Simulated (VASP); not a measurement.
A run of VASP 6.6.1:

Contents of INCAR:

```
  PREC = Accurate
  ENCUT = 520
  EDIFF = 1E-7
  ISMEAR = 0
  SIGMA = 0.01
  LREAL = False
  LASPH = True
  NELM = 80
  ALGO = Normal
  ISIF = 2
  LWAVE = False
  LCHARG = False
  IBRION = 2
  NSW = 50
  EDIFFG = -0.002
```

KPOINTS

```
Automatic mesh
0
Gamma
  8 8 8
```

The input POSCAR:

```
MoS2
1.0
    1.5553288403      0.8979695246      5.9606394881
   -1.5553288403      0.8979695246      5.9606394881
    0.0000000000     -1.7959390493      5.9606394881
Mo S
1 2
Direct
    0.0000849214      0.0000849214      0.0000849214
    0.2471019553      0.2471019553      0.2471019553
    0.4198131232      0.4198131232      0.4198131232
```

Potentials or basis: VASP PAW LDA potentials, release 64 (Mo_sv, S).

Run with:

```sh
$ cat potpaw_LDA.64/Mo_sv/POTCAR potpaw_LDA.64/S/POTCAR > POTCAR
$ mpirun -np 1 vasp_std > vasp.out
```

Hardware: 1 thread of AMD EPYC 9755 128-Core Processor (shared host).

Q: Estimate the wall time of this run.

A: It took 7.2 min on 1 thread of AMD EPYC 9755 128-Core Processor, on a shared host, peak memory 0.26 GiB. Counts: scf iterations 31, k points 65, ion steps 5.
